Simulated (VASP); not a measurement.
# La (C2/c) in VASP: notebook

La is run at these levels: PBEsol; tasks: single point.

All numbers are computed with VASP 6.6.1; they aren't measurements. Logs are shortened: lines on timing, memory, paths and dates and some standing lists are left out, and cuts for length are marked.

### Step 1. The cell of the first run

The structure is monoclinic, space group C2/c (No. 15). Conventional cell: a = 3.576 Å, b = 11.741 Å, c = 3.643 Å, α = 90.00°, β = 118.75°, γ = 90.00°. Within 4.5 Å of La (site symmetry 2) lie 14 La at 3.42 to 4.31 Å.

### Step 2. Single point, PBEsol (33.52 Å³/atom)

Contents of INCAR:

```
ALGO = Normal
EDIFF = 1E-6
ENCUT = 520
GGA = PS
ISIF = 2
ISMEAR = -1
LASPH = True
LCHARG = False
LREAL = False
LWAVE = False
NBANDS = 18
NELM = 100
PREC = Accurate
SIGMA = 0.1
```

Contents of KPOINTS:

```
k-points
0
Gamma
  12 12 11
```

Contents of POSCAR:

```
La
1.0
   -4.1452706031      4.1569350328      1.7880323074
    4.1569350328     -4.1452706031      1.7880323074
    2.2525821235      2.2525821235     -1.7666688829
La
2
Direct
    0.9980549244      0.0019450756      1.0000000000
    0.7519450756      0.2480549244      0.5000000000
```

Potentials or basis: VASP PAW PBE potentials, release 64 (La).

Started as:

```console
$ cat potpaw_PBE.64/La/POTCAR > POTCAR
$ mpirun -np 1 vasp_std > vasp.out
```

OUTCAR:

```text
EDIFF = 1E-6
   ENCUT = 520
   GGA = PS
   ISIF = 2
   ISMEAR = -1
   LASPH = True
   LREAL = False
   NELM = 100
   PREC = Accurate

 ion  position               nearest neighbor table
   1  0.998  0.002  0.000-   2 3.42   2 3.42   2 3.50   2 3.50
   2  0.752  0.248  0.500-   1 3.42   1 3.42   1 3.50   1 3.50

  LATTYP: Found a base centered monoclinic cell.
 ALAT       =     3.5761026617
 B/A-ratio  =     3.2832088222
 C/A-ratio  =     1.0186270312
 COS(beta)  =    -0.4809476857

  Lattice vectors:

 A1 = (  -4.1452706031,   4.1569350328,   1.7880323074)
 A2 = (   4.1569350328,  -4.1452706031,   1.7880323074)
 A3 = (   2.2525821235,   2.2525821235,  -1.7666688829)

Analysis of symmetry for initial positions (statically):
=====================================================================
 Subroutine PRICEL returns:
 Original cell was already a primitive cell.

 Routine SETGRP: Setting up the symmetry group for a
 base centered monoclinic supercell.

 Subroutine GETGRP returns: Found  4 space group operations
 (whereof  2 operations were pure point group operations)
 out of a pool of  4 trial point group operations.

The static configuration has the point symmetry C_2 .
 The point group associated with its full space group is C_2h.

Analysis of symmetry for dynamics (positions and initial velocities):
=====================================================================
 Subroutine PRICEL returns:
 Original cell was already a primitive cell.

 Routine SETGRP: Setting up the symmetry group for a
 base centered monoclinic supercell.

 Subroutine GETGRP returns: Found  4 space group operations
 (whereof  2 operations were pure point group operations)
 out of a pool of  4 trial point group operations.

The dynamic configuration has the point symmetry C_2 .
 The point group associated with its full space group is C_2h.

 Subroutine INISYM returns: Found  4 space group operations
 (whereof  2 operations are pure point group operations),
 and found     1 'primitive' translations

----------------------------------------------------------------------------------------

                                     Primitive cell

  volume of cell :      67.0485

  direct lattice vectors                    reciprocal lattice vectors
[... 82 lines left out ...]
   LNONCOLLINEAR =      F non collinear calculations
   LSORBIT =      F    spin-orbit coupling
   LASPH  =      T    aspherical Exc in radial PAW
   ENCUT  =  520.0 eV  38.22 Ry    6.18 a.u.  11.41 11.41  6.77*2*pi/ulx,y,z
   NELM   =    100;   NELMIN=  2; NELMDL= -5     # of ELM steps
   EDIFF  = 0.1E-05   stopping-criterion for ELM
   LREAL  =      F    real-space projection
   EDIFFG = 0.1E-04   stopping-criterion for IOM
   NSW    =      0    number of steps for IOM
   IBRION =     -1    ionic relax: 0-MD 1-quasi-New 2-CG
   NFREE  =      0    steps in history (QN), initial steepest desc. (CG)
   ISIF   =      2    stress and relaxation
   ISYM   =      2    0-nonsym 1-usesym 2-fastsym
   POTIM  = 0.5000    time-step for ionic-motion
   TEBEG  =    0.0;   TEEND  =   0.0 temperature during run
   PSTRESS=    0.0 pullay stress
   NELECT =      22.0000    total number of electrons
   NUPDOWN=      -1.0000    fix difference up-down
   EMIN   =  10.00;   EMAX   =-10.00  energy-range for DOS
   EFERMI =   0.00;   METHOD = LEGACY
   ISMEAR =    -1;   SIGMA  =   0.10  broadening in eV -4-tet -1-fermi 0-gaus
   EFERMI_NEDOS =   21; number of points for ismear=-14 and -15
   IALGO  =     38    algorithm
   IMIX   =      4    mixing-type and parameters
     AMIX     =   0.40;   BMIX     =  1.00
     AMIX_MAG =   1.60;   BMIX_MAG =  1.00
  volume/ion in A,a.u.               =      33.52       226.23
  Fermi-wavevector in a.u.,A,eV,Ry     =   1.129153  2.133789 17.347237  1.274986
  Thomas-Fermi vector in A             =   2.265845
   LORBIT       =      0    0 simple, 1 ext, 2 COOP (PROOUT), +10 PAW based schemes
   GGA     = PS    functional components
   LHFCALC =     F    Hartree Fock is set to
   AEXX    =    0.0000 exact exchange contribution
   IVDW    =     0    specifies the selected vdW correction
   LEPSILON=     F    determine dielectric tensor
   LRPA    =     F    only Hartree local field effects (RPA)
 non-spin polarized calculation
  energy-cutoff  :      520.00
  volume of cell :       67.05
 maximum number of plane-waves:      1826
 NGX is ok and might be reduce to    48
   NGX = 23   NGY = 23   NGZ = 13

 number of electron      21.9999998 magnetization

 Free energy of the ion-electron system (eV)
  ---------------------------------------------------
  ext. energy  EPLUGINS =         0.00000000
  ---------------------------------------------------
  free energy    TOTEN  =       -10.64125257 eV

  energy without entropy =      -10.52933627  energy(sigma->0) =      -10.58529442

 E-fermi :   8.6879     XC(G=0): -10.1067

 val. band max:        8.6839968274   @ k =   0.5000   0.4167   0.2727
 cond. band min:       8.6888617560   @ k =  -0.0833   0.5000   0.2727
 fundamental gap:      0.0048649286
 Fermi energy:         8.6878947283

 k-point     1 :       0.0000    0.0000    0.0000
  band No.  band energies     occupation
      1     -24.0412      2.00000
      2     -23.6984      2.00000
      3      -8.7181      2.00000
      4      -7.0786      2.00000
      5      -6.7870      2.00000
      6      -6.7829      2.00000
[... 481 lines left out ...]
      5      -7.3867      2.00000
      6      -7.1713      2.00000
[... 10 lines left out ...]
     17      10.6755      0.00000
     18      10.7225      0.00000

 [... further k-points ...]

------------------------ aborting loop because EDIFF is reached ----------------------------------------

  FORCE on cell =-STRESS in cart. coord.  units (eV):
  Direction    XX          YY          ZZ          XY          YZ          ZX
  --------------------------------------------------------------------------------------
  -------------------------------------------------------------------------------------
  Total        0.0802386      0.0802386     -0.0158064      0.0597298     -0.0428519     -0.0428519
  in kB        1.9173649      1.9173649     -0.3777071      1.4272922     -1.0239798     -1.0239805
  external PRESSURE =       1.1523409 kB  Pullay stress =       0.0000000 kB

 VOLUME and BASIS-vectors are now :
 -----------------------------------------------------------------------------
  energy-cutoff  :      520.00
  volume of cell :       67.05
      direct lattice vectors                 reciprocal lattice vectors
    -4.145270603  4.156935033  1.788032307     0.049152941  0.169602861  0.278923466
     4.156935033 -4.145270603  1.788032307     0.169602861  0.049152941  0.278923466
     2.252582123  2.252582123 -1.766668883     0.221401104  0.221401104 -0.001444335

 POSITION                                       TOTAL-FORCE (eV/Angst)
 -----------------------------------------------------------------------------------
     -4.12912      4.14079      1.78803        -0.015821      0.015821     -0.000000
     -0.95958      3.22382      0.90470         0.015821     -0.015821      0.000000
 -----------------------------------------------------------------------------------
    total drift:                               -0.000000      0.000000      0.000000

  FREE ENERGIE OF THE ION-ELECTRON SYSTEM (eV)
  ---------------------------------------------------
  free  energy   TOTEN  =       -10.6412525659 eV

  energy  without entropy=      -10.5293362686  energy(sigma->0) =      -10.58529442
```

stdout:

```text
POSCAR found type information on POSCAR La
 POSCAR found :  1 types and       2 ions
 scaLAPACK will be used
 -----------------------------------------------------------------------------
|                                                                             |
|                                                                             |
|     You enforced a specific xc type in the INCAR file but a different       |
|     I HOPE YOU KNOW WHAT YOU ARE DOING!                                     |
|                                                                             |
 -----------------------------------------------------------------------------

 LDA part: xc-table for (Slater+PW92), standard interpolation
 POSCAR, INCAR and KPOINTS ok, starting setup
 FFT: planning ... GRIDC
 FFT: planning ... GRID_SOFT
 FFT: planning ... GRID
 WAVECAR not read
 entering main loop
```

It took 6.4 min on 1 thread of Intel Xeon 6975P-C (Granite Rapids), shared host; peak memory 0.65 GiB.

Results:

| Item | Value |
| --- | --- |
| Free energy | -10.6413 eV |
| Pressure | 0.1 GPa |
| Largest force | 0.022 eV/Å |
| Band gap on the k mesh | zero (bands 11 and 12 overlap by 1.33 eV) |

Forces on the atoms (eV/Å):
```
La  -0.016  0.016  0.000
La   0.016 -0.016  0.000
```

Levels at points of the mesh, in eV from the Fermi level:
| k point | band 9 | band 10 | band 11 | band 12 | band 13 | band 14 |
| --- | --- | --- | --- | --- | --- | --- |
| (0.00, 0.00, 0.00) | -3.07 | -1.78 | 0.83 | 1.21 | 1.35 | 1.42 |
| (0.50, 0.00, 0.00) | -1.71 | -1.49 | -1.43 | 0.58 | 1.45 | 1.50 |
| (0.50, 0.50, 0.00) | -1.79 | -1.79 | 0.48 | 0.76 | 1.27 | 1.37 |

Caveat: the PAW data sets were made with another functional, which shifts forces and pressure a little; spin-orbit coupling is left out, which moves the levels of the heavy elements.

(Continued in part 2 of 2.)
